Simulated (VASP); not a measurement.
# Ag: single point with pbe exchange, lyp correlation

The system is Ag.

```
Ag
1.0
     0.00000    2.06963    2.06963
     2.06963    0.00000    2.06963
     2.06963    2.06963    0.00000
Ag
1
Direct
  0.00000 0.00000 0.00000
```

| Quantity | Value |
| --- | --- |
| Program | VASP 6.6.1 |
| Task | single point |
| Functional | pbe exchange, lyp correlation |
| Potentials or basis | VASP PAW PBE potentials, release 64 (Ag) |
| Cutoff | 500 eV |
| k mesh | 11 × 11 × 11 |
| Occupations | fermi-dirac, width 0.15 eV |
| Spin | no spin polarisation |

The pressure is 7.5 GPa and the band gap on the k mesh is zero (an odd number of electrons rules out a gap without spin polarisation).

Levels at points of the mesh, in eV from the Fermi level:
```
           k point  band 3  band 4  band 5  band 6  band 7  band 8  band 9  band 10
(0.00, 0.00, 0.00)   -4.95   -4.95   -4.00   -4.00   15.98   19.11   19.11    19.11
```

Run time: 4.8 s on 1 thread of AMD EPYC 9R45 96-Core Processor (Zen 5), with other jobs on the host, peak memory 0.11 GiB.

Caveat: the cell stands under pressure; the PAW data sets were made with another functional, which shifts forces and pressure a little.
